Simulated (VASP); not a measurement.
Set up this calculation in VASP 6.6.1, as the native input.

```
Task                   : single point
Functional             : LDA
Potentials or basis    : VASP PAW LDA potentials, release 64 (In_d, P)
Cutoff                 : 520 eV
k mesh                 : 6 × 6 × 6
Occupations            : gaussian, width 0.01 eV
Spin                   : no spin polarisation
Dipole correction      : no
Further INCAR settings : ALGO = Normal; EDIFF = 1e-07; NBANDS = 16
```

The structure of InP lies in POSCAR:

```
InP
1.0
    0.0000000000      2.9305000000      2.9305000000
    2.9305000000      0.0000000000      2.9305000000
    2.9305000000      2.9305000000      0.0000000000
In P
1 1
Direct
    0.0000000000      0.0000000000      0.0000000000
    0.2500000000      0.2500000000      0.2500000000
```

These files were run (other wordings do the same):

INCAR

```
SYSTEM = InP
PREC     = Accurate       ! precision mode
ENCUT    = 520            ! plane-wave cutoff, eV
EDIFF    = 1E-7           ! SCF threshold, eV
ISMEAR   = 0              ! smearing method
SIGMA    = 0.01           ! smearing width, eV
LREAL    = .FALSE.        ! projectors in reciprocal space
LASPH    = .TRUE.         ! aspherical terms in the spheres
NELM     = 100            ! most SCF steps
ALGO     = Normal         ! electronic algorithm
ISIF     = 2              ! what is computed and relaxed
LWAVE    = .FALSE.        ! write WAVECAR
LCHARG   = .FALSE.        ! write CHGCAR
GGA      = CA             ! functional
NBANDS   = 16             ! bands
```

KPOINTS

```
Automatic mesh
0
G
  6 6 6
  0 0 0
```

Potentials or basis: VASP PAW LDA potentials, release 64 (In_d, P).

Launch:

```console
$ cat potpaw_LDA.64/In_d/POTCAR potpaw_LDA.64/P/POTCAR > POTCAR
$ mpirun -np 1 vasp_std > vasp.out
```

It gave:

```json
{"Pressure": "-1.2 GPa", "Band gap on the k mesh": "0.51 eV, direct"}
```

Caveat: spin-orbit coupling is left out, which moves the levels of the heavy elements.

It took 6.1 s on 1 thread of Intel(R) Xeon(R) Platinum 8488C (Sapphire Rapids), on a shared host, peak memory 0.15 GiB.
